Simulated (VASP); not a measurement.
# NaOs2 (P1) in VASP: relaxation of cell and atoms with PBE

Aim: the relaxation of cell and atoms of NaOs2 with PBE.

Everything below comes from runs of VASP 6.6.1. Logs are shortened: lines on timing, memory, paths and dates and some standing lists are left out, and cuts for length are marked.

### Step 1. The cell of the first run

The typed cell holds 6 atoms: a = 2.692 Å, b = 4.783 Å, c = 7.570 Å, α = 89.68°, β = 88.36°, γ = 90.15°.

### Step 2. Relaxation of cell and atoms, PBE

Contents of INCAR:

```
SYSTEM = NaOs2
  PREC = Accurate
  ENCUT = 600
  EDIFF = 1E-6
  ISMEAR = 0
  SIGMA = 0.2
  LREAL = .FALSE.
  LASPH = .TRUE.
  NELM = 60
  ALGO = Fast
  ISIF = 3
  LWAVE = .FALSE.
  LCHARG = .FALSE.
  GGA = PE
  IBRION = 2
  NSW = 80
  EDIFFG = -0.025
```

Contents of KPOINTS:

```
Automatic mesh
0
G
  8 4 4
  0 0 0
```

Contents of POSCAR:

```
NaOs2
1.0
    1.3491790036     -2.3295856798     -0.0389794070
   -4.1451901853     -2.3859657664     -0.0132018435
    0.0353913289     -0.1031585894     -7.5696348786
Na Os
2 4
Direct
    0.9471924863      1.0025444893      0.9910488727
    0.5319672601      0.4740099991      0.9978991684
    0.5325381116      0.8402082904      0.3638496429
    0.9926885701      0.3493113319      0.3686304756
    1.0212348836      0.6511199836      0.6417018680
    0.4743786883      0.1828059057      0.6368699724
```

Potentials or basis: VASP PAW PBE potentials, release 64 (Na_pv, Os).

Launch:

```console
$ cat potpaw_PBE.64/Na_pv/POTCAR potpaw_PBE.64/Os/POTCAR > POTCAR
$ mpirun -np 1 vasp_std > vasp.out
```

OUTCAR:

```text
SYSTEM = NaOs2
   PREC = Accurate
   ENCUT = 600
   EDIFF = 1E-6
   ISMEAR = 0
   LREAL = .FALSE.
   LASPH = .TRUE.
   NELM = 60
   ISIF = 3
   GGA = PE
   IBRION = 2
   NSW = 80
   EDIFFG = -0.025

 ion  position               nearest neighbor table
   1  0.947  0.003  0.991-   2 2.52   2 2.75   2 2.76
   2  0.532  0.474  0.998-   1 2.52   1 2.75   1 2.76   5 3.08   6 3.08
   3  0.533  0.840  0.364-   5 2.64   6 2.65   4 2.66   5 2.67   4 2.73   4 2.76   4 2.84
   4  0.993  0.349  0.369-   5 2.53   6 2.55   6 2.56   3 2.66   3 2.73   3 2.76   3 2.84
   5  0.021  0.651  0.642-   4 2.53   6 2.55   3 2.64   3 2.67   6 2.68   6 2.82   6 2.94   2 3.08

   6  0.474  0.183  0.637-   4 2.55   5 2.55   4 2.56   3 2.65   5 2.68   5 2.82   5 2.94   2 3.08

  LATTYP: Found a triclinic cell.
 ALAT       =     7.9620215696
 B/A-ratio  =     0.3381496129
 C/A-ratio  =     0.6007073956
 COS(alpha) =     0.0026230473
 COS(beta)  =     0.0061221810
 COS(gamma) =     0.3109472438

  Lattice vectors:

 A1 = (   1.3137876747,  -2.2264270904,   7.5306554716)
 A2 = (   1.3491790036,  -2.3295856798,  -0.0389794070)
 A3 = (   4.1451901853,   2.3859657664,   0.0132018435)

Analysis of symmetry for initial positions (statically):
=====================================================================
 Subroutine PRICEL returns:
 Original cell was already a primitive cell.

 Routine SETGRP: Setting up the symmetry group for a
 triclinic supercell.

 Subroutine GETGRP returns: Found  1 space group operations
 (whereof  1 operations were pure point group operations)
 out of a pool of  2 trial point group operations.

The static configuration has the point symmetry C_1 .

Analysis of symmetry for dynamics (positions and initial velocities):
=====================================================================
 Subroutine PRICEL returns:
 Original cell was already a primitive cell.

 Routine SETGRP: Setting up the symmetry group for a
 triclinic supercell.

 Subroutine GETGRP returns: Found  1 space group operations
 (whereof  1 operations were pure point group operations)
 out of a pool of  2 trial point group operations.

The dynamic configuration has the point symmetry C_1 .

 Subroutine INISYM returns: Found  1 space group operations
[... 117 lines left out ...]
   NUPDOWN=      -1.0000    fix difference up-down
   EMIN   =  10.00;   EMAX   =-10.00  energy-range for DOS
   EFERMI =   0.00;   METHOD = LEGACY
   ISMEAR =     0;   SIGMA  =   0.20  broadening in eV -4-tet -1-fermi 0-gaus
   EFERMI_NEDOS =   21; number of points for ismear=-14 and -15
   IALGO  =     68    algorithm
   IMIX   =      4    mixing-type and parameters
     AMIX     =   0.40;   BMIX     =  1.00
     AMIX_MAG =   1.60;   BMIX_MAG =  1.00
  volume/ion in A,a.u.               =      16.24       109.60
  Fermi-wavevector in a.u.,A,eV,Ry     =   1.274706  2.408845 22.107763  1.624875
  Thomas-Fermi vector in A             =   2.407459
   LORBIT       =      0    0 simple, 1 ext, 2 COOP (PROOUT), +10 PAW based schemes
   GGA     = PE    functional components
   LHFCALC =     F    Hartree Fock is set to
   AEXX    =    0.0000 exact exchange contribution
   IVDW    =     0    specifies the selected vdW correction
   LEPSILON=     F    determine dielectric tensor
   LRPA    =     F    only Hartree local field effects (RPA)
 conjugate gradient relaxation of ions
 non-spin polarized calculation
 RMM-DIIS sequential band-by-band and
 Gauss-broadening in eV      SIGMA  =   0.20
  energy-cutoff  :      600.00
  volume of cell :       97.44
 maximum number of plane-waves:      3277
 NGX is ok and might be reduce to    24
   NGX = 11   NGY = 19   NGZ = 31

--------------------------------------- Ionic step        1  -------------------------------------------

 number of electron      45.9999999 magnetization

 Free energy of the ion-electron system (eV)
  ---------------------------------------------------
  ext. energy  EPLUGINS =         0.00000000
  ---------------------------------------------------
  free energy    TOTEN  =       -44.04632951 eV

  energy without entropy =      -43.92706868  energy(sigma->0) =      -43.98669909

------------------------ aborting loop because EDIFF is reached ----------------------------------------

  FORCE on cell =-STRESS in cart. coord.  units (eV):
  Direction    XX          YY          ZZ          XY          YZ          ZX
  --------------------------------------------------------------------------------------
  -------------------------------------------------------------------------------------
  Total        4.3657010      4.7970889      1.2140228     -1.4415554     -0.1295435      0.0808353
  in kB       71.7814239     78.8743598     19.9611211    -23.7022416     -2.1299704      1.3291045
  external PRESSURE =      56.8723016 kB  Pullay stress =       0.0000000 kB
[... 101 lines left out ...]
  FREE ENERGIE OF THE ION-ELECTRON SYSTEM (eV)
  ---------------------------------------------------
  free  energy   TOTEN  =       -44.1675387184 eV

  energy  without entropy=      -44.0415340439  energy(sigma->0) =      -44.10453638

[... ionic steps 4 to 27 ...]

--------------------------------------- Ionic step       28  -------------------------------------------

 number of electron      45.9999991 magnetization

------------------------ aborting loop because EDIFF is reached ----------------------------------------
[... 75 lines left out ...]
--------------------------------------- Ionic step       30  -------------------------------------------

 number of electron      45.9999990 magnetization

 Free energy of the ion-electron system (eV)
  ---------------------------------------------------
  ext. energy  EPLUGINS =         0.00000000
  ---------------------------------------------------
  free energy    TOTEN  =       -44.31440454 eV

  energy without entropy =      -44.19927532  energy(sigma->0) =      -44.25683993

 E-fermi :   6.0239     XC(G=0): -11.5896

 val. band max:        6.0031541581   @ k =   0.3750  -0.2500   0.2500
 cond. band min:       6.0277315345   @ k =   0.3750   0.5000   0.5000
 fundamental gap:      0.0245773764
 Fermi energy:         6.0238999281

 k-point     1 :       0.0000    0.0000    0.0000
  band No.  band energies     occupation
      1     -19.0018      2.00000
      2     -18.6538      2.00000
      3     -18.6106      2.00000
      4     -18.5590      2.00000
      5     -18.5576      2.00000
      6     -18.5260      2.00000
[... 709 lines left out ...]
     26       6.8362      0.00000
     27       7.7590      0.00000

 [... further k-points ...]
[... 5 lines left out ...]
  --------------------------------------------------------------------------------------
  -------------------------------------------------------------------------------------
  Total        0.0113268     -0.0432213     -0.0531638      0.0249224      0.0094311     -0.0068238
  in kB        0.1819343     -0.6942303     -0.8539291      0.4003095      0.1514839     -0.1096052
  external PRESSURE =      -0.4554084 kB  Pullay stress =       0.0000000 kB
[... 21 lines left out ...]
  FREE ENERGIE OF THE ION-ELECTRON SYSTEM (eV)
  ---------------------------------------------------
  free  energy   TOTEN  =       -44.3144045420 eV

  energy  without entropy=      -44.1992753185  energy(sigma->0) =      -44.25683993

 reached required accuracy - stopping structural energy minimisation
```

CONTCAR:

```text
NaOs2
   1.00000000000000
     1.3784218715162728   -2.3881491388621758   -0.0005126870863346
    -4.1330237594142156   -2.3858875656982388   -0.0022192129940336
    -0.0005562704840838   -0.0051192757932557   -7.5801961679689418
  Na              Os
     2     4
Direct
     0.9951835070288395    0.9941530160595615    0.9996747962749970
     0.4954124615113426    0.4938323075980637    0.0005582589226266
     0.5027237126413385    0.8362293215468467    0.3649549083382228
     0.0028069137885438    0.3359954234791430    0.3649821935325122
     0.0019157077251561    0.6694458587331373    0.6348835796419858
     0.5019576973047724    0.1703440725832407    0.6349462632896491

  0.00000000E+00  0.00000000E+00  0.00000000E+00
  0.00000000E+00  0.00000000E+00  0.00000000E+00
  0.00000000E+00  0.00000000E+00  0.00000000E+00
  0.00000000E+00  0.00000000E+00  0.00000000E+00
  0.00000000E+00  0.00000000E+00  0.00000000E+00
  0.00000000E+00  0.00000000E+00  0.00000000E+00
```

Run time: 47 min. Hardware: 1 thread of Intel Xeon 6975P-C (Granite Rapids), shared host; peak memory 0.39 GiB.

Results:

```yaml
Free_energy: -44.3144 eV
Relaxed_volume: 16.62 Å³/atom
Relaxed_cell: a = 2.757 Å, b = 4.772 Å, c = 7.580 Å, α = 89.95°, β = 89.96°, γ = 90.00°
Space_group_after_relaxing_to_0.1_Å: P-3m1 (No. 164)
Energy_gained_by_relaxing: 44.7 meV/atom
Ionic_steps: 30
Pressure_after_relaxing: 0.0 GPa
Largest_force_after_relaxing: 0.021 eV/Å
Band_gap_on_the_k_mesh: zero (bands 23 and 24 overlap by 2.37 eV)
```

Forces on the atoms (eV/Å):
```
Na  -0.005 -0.010  0.002
Na  -0.013 -0.015  0.007
Os  -0.006  0.006 -0.014
Os   0.009  0.015 -0.005
Os   0.001 -0.001 -0.001
Os   0.013  0.005  0.011
```

The path:
| step | energy change (eV) | largest force (eV/Å) | pressure (GPa) | volume (Å³) |
| --- | --- | --- | --- | --- |
| 1 | 0.0000 | 1.2714 | 5.69 | 97.44 |
| 2 | 0.1001 | 1.3142 | -11.90 | 105.76 |
| 3 | -0.1212 | 0.8978 | -2.76 | 100.79 |
| 4 | -0.1926 | 0.6864 | 0.90 | 99.63 |
| 5 | -0.1962 | 0.4104 | 0.17 | 99.83 |
| 6 | -0.2330 | 0.3533 | 0.40 | 99.61 |
| 7 | -0.2339 | 0.3461 | 0.48 | 99.56 |
| 8 | -0.2461 | 0.2111 | -0.71 | 100.13 |
| 9 | -0.2473 | 0.2283 | -1.20 | 100.37 |
| 10 | -0.2527 | 0.1662 | 0.30 | 99.82 |
| 11 | -0.2528 | 0.1669 | 0.18 | 99.86 |
| 12 | -0.2555 | 0.1558 | 0.13 | 99.83 |
| 13 | -0.2568 | 0.1443 | 0.07 | 99.79 |
| 14 | -0.2593 | 0.1235 | -0.15 | 99.84 |
| 15 | -0.2611 | 0.1323 | -0.50 | 99.91 |
| 16 | -0.2626 | 0.1154 | 0.33 | 99.55 |
| 17 | -0.2629 | 0.1155 | 0.35 | 99.54 |
| 18 | -0.2644 | 0.0753 | 0.33 | 99.54 |
| 19 | -0.2656 | 0.0676 | 0.29 | 99.53 |
| 20 | -0.2658 | 0.1055 | 0.23 | 99.52 |
| 21 | -0.2661 | 0.0868 | 0.25 | 99.53 |
| 22 | -0.2668 | 0.0901 | -0.39 | 99.83 |
| 23 | -0.2668 | 0.0869 | -0.34 | 99.80 |
| 24 | -0.2675 | 0.0486 | -0.09 | 99.74 |
| 25 | -0.2676 | 0.0493 | 0.01 | 99.72 |
| 26 | -0.2679 | 0.0334 | 0.04 | 99.71 |
| 27 | -0.2680 | 0.0292 | 0.06 | 99.70 |
| 28 | -0.2680 | 0.0287 | 0.09 | 99.69 |
| 29 | -0.2680 | 0.0286 | 0.06 | 99.70 |
| 30 | -0.2681 | 0.0212 | -0.05 | 99.75 |

Final structure:
```yaml
crystal:
  lattice:
    - [1.37842, -2.38815, -0.00051]
    - [-4.13302, -2.38589, -0.00222]
    - [-0.00056, -0.00512, -7.58020]
  atoms:
    - { symbol: Na, position: [0.99518, 0.99415, 0.99967] }
    - { symbol: Na, position: [0.49541, 0.49383, 0.00056] }
    - { symbol: Os, position: [0.50272, 0.83623, 0.36495] }
    - { symbol: Os, position: [0.00281, 0.33600, 0.36498] }
    - { symbol: Os, position: [0.00192, 0.66945, 0.63488] }
    - { symbol: Os, position: [0.50196, 0.17034, 0.63495] }
```

Caveat: spin-orbit coupling is left out, which moves the levels of the heavy elements.
